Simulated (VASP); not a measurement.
Crystal: Si.

```
Si
1.0
     0.00000    2.72185    2.72185
     2.72185    0.00000    2.72185
     2.72185    2.72185    0.00000
Si
2
Cartesian
  2.7219 2.7219 2.7219
  4.0828 4.0828 4.0828
```

- Program: VASP 6.6.1
- Task: relaxation of cell and atoms
- Functional: revPBE
- Dispersion: D3(BJ)
- Potentials or basis: VASP PAW PBE potentials, release 64 (Si)
- Cutoff: 600 eV
- k mesh: 8 × 8 × 8
- Occupations: fermi-dirac, width 0.05 eV
- Spin: no spin polarisation

At the start: pressure -2.6 GPa; volume 20.16 Å³/atom.

Problem. Where does the relaxation end?

Solution. Over 3 steps the energy falls by 4.9 meV/atom and the volume is 19.58 Å³/atom (-2.9 %); space group Fd-3m (No. 227, to 0.05 Å).

The path:
```tsv
step	energy change (eV)	largest force (eV/Å)	pressure (GPa)	volume (Å³)
1	0.0000	0.0000	-2.57	40.33
2	-0.0060	0.0000	1.76	38.47
3	-0.0097	0.0000	0.01	39.16
```

Final structure:
```cif
data_structure
_symmetry_space_group_name_H-M 'P 1'
_symmetry_Int_Tables_number 1
_cell_length_a 3.8117
_cell_length_b 3.8117
_cell_length_c 3.8117
_cell_angle_alpha 60.000
_cell_angle_beta 60.000
_cell_angle_gamma 60.000
_cell_volume 39.16
loop_
_atom_site_label
_atom_site_type_symbol
_atom_site_fract_x
_atom_site_fract_y
_atom_site_fract_z
_atom_site_occupancy
Si1 Si 0.50000 0.50000 0.50000 1
Si2 Si 0.75000 0.75000 0.75000 1
```

Caveat: the PAW data sets were made with another functional, which shifts forces and pressure a little.
